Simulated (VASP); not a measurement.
# F (C2/c) in VASP: a series of runs

The runs below take F through relaxation of shape and atoms at fixed volume, single point, relaxation of cell and atoms, with PBEsol.

Program: VASP 6.6.1. These are calculated values, not measurements. Logs are shortened: lines on timing, memory, paths and dates and some standing lists are left out, and cuts for length are marked.

## (1) The cell of the first run

The structure is monoclinic, space group C2/c (No. 15). The conventional cell has a = 5.823 Å, b = 3.466 Å, c = 6.821 Å, α = 90.00°, β = 96.59°, γ = 90.00°. Within 1.9 Å of F (site symmetry 1) lie 1 F at 1.39 Å.

## (2) Relaxation of shape and atoms at fixed volume, PBEsol (volume scaled by 0.94)

Input file INCAR:

```
PREC = Accurate ; ENCUT = 600
EDIFF = 1E-6 ; ISMEAR = 0
SIGMA = 0.02 ; LREAL = F
LASPH = T ; NELM = 60
ALGO = Normal ; ISIF = 4
LWAVE = F ; LCHARG = F
GGA = PS ; IBRION = 2
NSW = 50 ; EDIFFG = -0.01
```

Input file KPOINTS:

```
Automatic mesh
0
Gamma
  8 8 4
```

Input file POSCAR:

```
F
1.0
    2.9063966728     -1.7327616559      0.1721693692
    2.9063966728      1.7327616559      0.1721693692
   -1.1816797371      0.0000000000      6.7178124792
F
4
Direct
    0.9276422188      0.5807683282      0.0942946714
    0.4192316718      0.0723577812      0.4057053286
    0.0723577812      0.4192316718      0.9057053286
    0.5807683282      0.9276422188      0.5942946714
```

Potentials or basis: VASP PAW PBE potentials, release 64 (F).

Run with:

```
cat potpaw_PBE.64/F/POTCAR > POTCAR
mpirun -np 1 vasp_std > vasp.out
```

OUTCAR:

```text
PREC = Accurate
   ENCUT = 600
   EDIFF = 1E-6
   ISMEAR = 0
   LREAL = F
   LASPH = T
   NELM = 60
   ISIF = 4
   GGA = PS
   IBRION = 2
   NSW = 50
   EDIFFG = -0.01

 ion  position               nearest neighbor table
   1  0.928  0.581  0.094-   3 1.39
   2  0.419  0.072  0.406-   4 1.39
   3  0.072  0.419  0.906-   1 1.39
   4  0.581  0.928  0.594-   2 1.39

  LATTYP: Found a base centered monoclinic cell.
 ALAT       =     5.8229833973
 B/A-ratio  =     0.5951456625
 C/A-ratio  =     1.1713842301
 COS(beta)  =    -0.1146992413

  Lattice vectors:

 A1 = (   2.9063966728,  -1.7327616559,   0.1721693692)
 A2 = (   2.9063966728,   1.7327616559,   0.1721693692)
 A3 = (  -1.1816797371,   0.0000000000,   6.7178124792)

Analysis of symmetry for initial positions (statically):
=====================================================================
 Subroutine PRICEL returns:
 Original cell was already a primitive cell.

 Routine SETGRP: Setting up the symmetry group for a
 base centered monoclinic supercell.

 Subroutine GETGRP returns: Found  4 space group operations
 (whereof  2 operations were pure point group operations)
 out of a pool of  4 trial point group operations.

The static configuration has the point symmetry S_2 .
 The point group associated with its full space group is C_2h.

Analysis of symmetry for dynamics (positions and initial velocities):
=====================================================================
 Subroutine PRICEL returns:
 Original cell was already a primitive cell.

 Routine SETGRP: Setting up the symmetry group for a
 base centered monoclinic supercell.

 Subroutine GETGRP returns: Found  4 space group operations
 (whereof  2 operations were pure point group operations)
 out of a pool of  4 trial point group operations.

The dynamic configuration has the point symmetry S_2 .
 The point group associated with its full space group is C_2h.

 Subroutine INISYM returns: Found  4 space group operations
 (whereof  2 operations are pure point group operations),
 and found     1 'primitive' translations

----------------------------------------------------------------------------------------

                                     Primitive cell

  volume of cell :      68.3681

  direct lattice vectors                    reciprocal lattice vectors
     2.906396673 -1.732761656  0.172169369     0.170260196 -0.288556708  0.029949187
     2.906396673  1.732761656  0.172169369     0.170260196  0.288556708  0.029949187
    -1.181679737  0.000000000  6.717812479    -0.008727124  0.000000000  0.147322858

  length of vectors
     3.388103727  3.388103727  6.820950924     0.336378451  0.336378451  0.147581121

  position of ions in fractional coordinates (direct lattice)
     0.927642219  0.580768328  0.094294671
     0.419231672  0.072357781  0.405705329
     0.072357781  0.419231672  0.905705329
     0.580768328  0.927642219  0.594294671

  ion indices of the primitive-cell ions
   primitive index   ion index
                 1           1
                 2           2
                 3           3
                 4           4

----------------------------------------------------------------------------------------

 KPOINTS: Automatic mesh

Automatic generation of k-mesh.
 Grid dimensions read from file:
 generate k-points for:    8    8    4

 Generating k-lattice:

  Cartesian coordinates                     Fractional coordinates (reciprocal lattice)
     0.021282525 -0.036069589  0.003743648     0.125000000 -0.000000000  0.000000000
     0.021282525  0.036069589  0.003743648    -0.000000000  0.125000000  0.000000000
    -0.002181781  0.000000000  0.036830715    -0.000000000 -0.000000000  0.250000000

  Length of vectors
     0.042047306  0.042047306  0.036895280

  Shift w.r.t. Gamma in fractional coordinates (k-lattice)
     0.000000000  0.000000000  0.000000000

 Subroutine IBZKPT returns following result:
 ===========================================

 Found     78 irreducible k-points:

 Following reciprocal coordinates:
            Coordinates               Weight
  0.000000  0.000000  0.000000      1.000000
  0.125000  0.000000  0.000000      4.000000
  0.250000  0.000000  0.000000      4.000000
  0.375000 -0.000000  0.000000      4.000000
  0.500000  0.000000  0.000000      2.000000
  0.125000  0.125000  0.000000      2.000000
[... 16 lines left out ...]
  0.125000  0.000000  0.250000      4.000000
  0.250000  0.000000  0.250000      4.000000
 [... further k-points ...]
   k-points           NKPTS =     78   k-points in BZ     NKDIM =     78   number of bands    NBANDS=     18
   number of dos      NEDOS =    301   number of ions     NIONS =      4
   total plane-waves  NPLWV =  42336
   dimension x,y,z NGX =    28 NGY =   28 NGZ =   54
   dimension x,y,z NGXF=    56 NGYF=   56 NGZF=  108
   ions per type =               4
   NGX,Y,Z   is equivalent  to a cutoff of  13.74, 13.74, 13.16 a.u.
   NGXF,Y,Z  is equivalent  to a cutoff of  27.48, 27.48, 26.32 a.u.
 SYSTEM =  unknown system
   PREC   = accura    normal or accurate (medium, high low for compatibility)
   ISTART =      0    job   : 0-new  1-cont  2-samecut
   ICHARG =      2    charge: 1-file 2-atom 10-const
   ISPIN  =      1    spin polarized calculation?
   LNONCOLLINEAR =      F non collinear calculations
   LSORBIT =      F    spin-orbit coupling
   LASPH  =      T    aspherical Exc in radial PAW
   ENCUT  =  600.0 eV  44.10 Ry    6.64 a.u.   6.77  6.77 13.62*2*pi/ulx,y,z
   NELM   =     60;   NELMIN=  2; NELMDL= -5     # of ELM steps
   EDIFF  = 0.1E-05   stopping-criterion for ELM
   LREAL  =      F    real-space projection
   EDIFFG = -.1E-01   stopping-criterion for IOM
   NSW    =     50    number of steps for IOM
   IBRION =      2    ionic relax: 0-MD 1-quasi-New 2-CG
   NFREE  =      1    steps in history (QN), initial steepest desc. (CG)
   ISIF   =      4    stress and relaxation
   ISYM   =      2    0-nonsym 1-usesym 2-fastsym
   POTIM  = 0.5000    time-step for ionic-motion
   TEBEG  =    0.0;   TEEND  =   0.0 temperature during run
   PSTRESS=    0.0 pullay stress
   NELECT =      28.0000    total number of electrons
   NUPDOWN=      -1.0000    fix difference up-down
   EMIN   =  10.00;   EMAX   =-10.00  energy-range for DOS
   EFERMI =   0.00;   METHOD = LEGACY
   ISMEAR =     0;   SIGMA  =   0.02  broadening in eV -4-tet -1-fermi 0-gaus
   EFERMI_NEDOS =   21; number of points for ismear=-14 and -15
   IALGO  =     38    algorithm
   IMIX   =      4    mixing-type and parameters
     AMIX     =   0.40;   BMIX     =  1.00
     AMIX_MAG =   1.60;   BMIX_MAG =  1.00
  volume/ion in A,a.u.               =      17.09       115.34
  Fermi-wavevector in a.u.,A,eV,Ry     =   1.215746  2.297428 20.109945  1.478039
  Thomas-Fermi vector in A             =   2.351123
   LORBIT       =      0    0 simple, 1 ext, 2 COOP (PROOUT), +10 PAW based schemes
   GGA     = PS    functional components
   LHFCALC =     F    Hartree Fock is set to
   AEXX    =    0.0000 exact exchange contribution
   IVDW    =     0    specifies the selected vdW correction
   LEPSILON=     F    determine dielectric tensor
   LRPA    =     F    only Hartree local field effects (RPA)
 conjugate gradient relaxation of ions
 non-spin polarized calculation
 Gauss-broadening in eV      SIGMA  =   0.02
  energy-cutoff  :      600.00
  volume of cell :       68.37
 maximum number of plane-waves:      2299
   NGX = 13   NGY = 13   NGZ = 27

--------------------------------------- Ionic step        1  -------------------------------------------

 number of electron      28.0000008 magnetization

 Free energy of the ion-electron system (eV)
  ---------------------------------------------------
  ext. energy  EPLUGINS =         0.00000000
  ---------------------------------------------------
  free energy    TOTEN  =        -7.78796379 eV

  energy without entropy =       -7.78796379  energy(sigma->0) =       -7.78796379

------------------------ aborting loop because EDIFF is reached ----------------------------------------

  FORCE on cell =-STRESS in cart. coord.  units (eV):
  Direction    XX          YY          ZZ          XY          YZ          ZX
  --------------------------------------------------------------------------------------
  -------------------------------------------------------------------------------------
  Total       -0.0643080      0.2948424      2.1647299      0.0000000      0.0000000     -0.3006247
  in kB       -1.5070301      6.9095049     50.7295157      0.0000000      0.0000000     -7.0450098
  external PRESSURE =      18.7106635 kB  Pullay stress =       0.0000000 kB
[... 95 lines left out ...]
  FREE ENERGIE OF THE ION-ELECTRON SYSTEM (eV)
  ---------------------------------------------------
  free  energy   TOTEN  =        -7.8131718150 eV

  energy  without entropy=       -7.8131718150  energy(sigma->0) =       -7.81317181

[... ionic steps 4 to 16 ...]

--------------------------------------- Ionic step       17  -------------------------------------------

 number of electron      28.0000016 magnetization

------------------------ aborting loop because EDIFF is reached ----------------------------------------

  FORCE on cell =-STRESS in cart. coord.  units (eV):
  Direction    XX          YY          ZZ          XY          YZ          ZX
  --------------------------------------------------------------------------------------
  -------------------------------------------------------------------------------------
  Total       -0.1249327     -0.1529227     -0.2611214      0.0000000      0.0000000      0.0325509
  in kB       -2.9277448     -3.5836774     -6.1192689      0.0000000      0.0000000      0.7628162
  external PRESSURE =      -4.2102304 kB  Pullay stress =       0.0000000 kB
[... 61 lines left out ...]
  energy  without entropy=       -7.8165212455  energy(sigma->0) =       -7.81652125

--------------------------------------- Ionic step       19  -------------------------------------------

 number of electron      28.0000018 magnetization

 Free energy of the ion-electron system (eV)
  ---------------------------------------------------
  ext. energy  EPLUGINS =         0.00000000
  ---------------------------------------------------
  free energy    TOTEN  =        -7.81656638 eV

  energy without entropy =       -7.81656638  energy(sigma->0) =       -7.81656638

 E-fermi :  -5.3496     XC(G=0):  -7.2919

 val. band max:       -5.4683158497   @ k =   0.0000   0.0000   0.0000
 cond. band min:      -2.5580509806   @ k =   0.0000   0.0000   0.0000
 fundamental gap:      2.9102648691
 Fermi energy:        -5.3496326414

 k-point     1 :       0.0000    0.0000    0.0000
  band No.  band energies     occupation
      1     -30.3128      2.00000
      2     -30.1783      2.00000
      3     -24.0129      2.00000
      4     -23.6388      2.00000
      5     -12.0723      2.00000
      6     -11.3386      2.00000
[... 10 lines left out ...]
     17       3.5385      0.00000
     18       6.2576      0.00000
[... 466 lines left out ...]
      2     -30.1857      2.00000
      3     -23.9170      2.00000
      4     -23.7360      2.00000
      5     -11.9115      2.00000
      6     -11.5387      2.00000
[... 10 lines left out ...]
     17       5.0288      0.00000
     18       6.3909      0.00000

 [... further k-points ...]
[... 5 lines left out ...]
  --------------------------------------------------------------------------------------
  -------------------------------------------------------------------------------------
  Total       -0.1285320     -0.1279905     -0.1365043      0.0000000      0.0000000      0.0134097
  in kB       -3.0120922     -2.9994030     -3.1989205      0.0000000      0.0000000      0.3142513
  external PRESSURE =      -3.0701385 kB  Pullay stress =       0.0000000 kB
[... 19 lines left out ...]
  FREE ENERGIE OF THE ION-ELECTRON SYSTEM (eV)
  ---------------------------------------------------
  free  energy   TOTEN  =        -7.8165663841 eV

  energy  without entropy=       -7.8165663841  energy(sigma->0) =       -7.81656638

 reached required accuracy - stopping structural energy minimisation
```

Wall time 6.4 min (1 thread of Intel Xeon 6975P-C (Granite Rapids), shared host); peak memory 0.23 GiB.

What came out:

- Free energy: -7.8166 eV
- Energy gained by relaxing: 7.2 meV/atom
- Ionic steps: 19
- Pressure after relaxing: -0.3 GPa
- Largest force after relaxing: 0.005 eV/Å
- Band gap on the k mesh: 2.91 eV, direct

Forces on the atoms (eV/Å):
```
F   -0.002  0.001  0.004
F    0.002  0.001 -0.004
F    0.002 -0.001 -0.004
F   -0.002 -0.001  0.004
```

Step by step:
| step | energy change (eV) | largest force (eV/Å) | pressure (GPa) | volume (Å³) |
| --- | --- | --- | --- | --- |
| 1 | 0.0000 | 1.0057 | 1.87 | 68.37 |
| 2 | 0.2184 | 2.3785 | -6.27 | 68.37 |
| 3 | -0.0252 | 0.0298 | -0.43 | 68.37 |
| 4 | -0.0252 | 0.0053 | -0.38 | 68.37 |
| 5 | -0.0252 | 0.0224 | -0.33 | 68.37 |
| 6 | -0.0253 | 0.0226 | -0.32 | 68.37 |
| 7 | -0.0256 | 0.0220 | -0.31 | 68.37 |
| 8 | -0.0260 | 0.0214 | -0.30 | 68.37 |
| 9 | -0.0267 | 0.0202 | -0.30 | 68.37 |
| 10 | -0.0276 | 0.0167 | -0.27 | 68.37 |
| 11 | -0.0277 | 0.0147 | -0.26 | 68.37 |
| 12 | -0.0234 | 0.3885 | -1.18 | 68.37 |
| 13 | -0.0277 | 0.0194 | -0.30 | 68.37 |
| 14 | -0.0279 | 0.0198 | -0.32 | 68.37 |
| 15 | -0.0283 | 0.0306 | -0.36 | 68.37 |
| 16 | -0.0284 | 0.0818 | -0.50 | 68.37 |
| 17 | -0.0285 | 0.0527 | -0.42 | 68.37 |
| 18 | -0.0286 | 0.0298 | -0.38 | 68.37 |
| 19 | -0.0286 | 0.0048 | -0.31 | 68.37 |

Final structure:
```
CELL_PARAMETERS angstrom
2.97341 -1.74321 0.23095
2.97341 1.74321 0.23095
-1.06294 0.00000 6.51251
ATOMIC_POSITIONS crystal
F 0.91372 0.59066 0.09657
F 0.40934 0.08628 0.40343
F 0.08628 0.40934 0.90343
F 0.59066 0.91372 0.59657
```

Levels at points of the mesh, in eV from the valence-band top:
```csv
k point,band 12,band 13,band 14,band 15,band 16,band 17
"(0.00, 0.00, 0.00)",-0.12,-0.06,0.00,2.91,3.69,9.01
"(0.50, 0.00, 0.00)",-0.26,-0.14,-0.11,3.38,3.39,13.09
"(0.50, 0.50, 0.00)",-0.47,-0.08,-0.01,3.07,3.65,12.67
"(0.00, 0.00, 0.50)",-0.26,-0.06,-0.06,3.27,3.27,9.94
"(0.50, 0.00, 0.50)",-0.22,-0.10,-0.06,3.34,3.36,13.59
"(0.50, 0.50, 0.50)",-0.30,-0.25,-0.25,3.35,3.35,13.23
```

Caveat: the cell differs from its parent crystal (volume scaled by 0.94); the PAW data sets were made with another functional, which shifts forces and pressure a little. A k mesh can miss the band edges.

(Continued in part 2 of 2.)
